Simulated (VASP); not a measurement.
Runs of VASP 6.6.1 on Li2Se. The structure is that of space group Fm-3m (No. 225), or close to it. The cells are those of the table. 

| level | cell | cutoff (eV) | gap on the mesh (eV) | pressure (GPa) |
| --- | --- | --- | --- | --- |
| PBE+D4 | a = 4.253 Å, angles 60.0°, 3 atoms | 750 | 2.98 | -1.4 |
| PBEsol | a = 4.237 Å, angles 60.0°, 3 atoms | 750 | 2.83 | -0.8 |
| PBE+D4 | a = 4.170 Å, angles 60.0°, 3 atoms | 750 | 2.93 | 0.7 |
| r2SCAN | a = 4.175 Å, angles 60.0°, 3 atoms | 830 | 3.42 | 1.5 |
| PBEsol | a = 4.232 Å, angles 60.0°, 3 atoms | 750 | 2.83 | -0.7 |
| PBEsol | a = 4.204 Å, angles 60.0°, 3 atoms | 750 | 2.81 | 0.0 |
| PBE+D4 | a = 4.226 Å, angles 60.0°, 3 atoms | 750 | 2.96 | -0.8 |
| PBE+D3(BJ) | a = 4.155 Å, angles 60.0°, 3 atoms | 750 | 2.92 | -0.4 |
| PBE+D3(BJ) | a = 4.182 Å, angles 60.0°, 3 atoms | 750 | (b) | -1.1 |
| r2SCAN+D3(BJ) | a = 4.142 Å, angles 60.0°, 3 atoms | 830 | 3.40 | (a) |
| PBEsol | a = 4.147 Å, angles 60.0°, 3 atoms | 750 | 2.77 | 1.6 |
| PBE | a = 4.246 Å, angles 60.0°, 3 atoms | 750 | 2.97 | 0.0 |

Alike in all rows: task single point; potentials or basis VASP PAW PBE potentials, release 64 (Li_sv, Se); no spin polarisation; k mesh 8 × 8 × 8; smearing gaussian 0.05 eV.

Question: Estimate the missing entries.

Answer: (a) 1.1; (b) 2.94.

Caveats: the PAW data sets were made with another functional, which shifts forces and pressure a little (some runs); three body term missing (some runs).

A k mesh can miss the band edges, and the runs leave out spin-orbit coupling on Se.
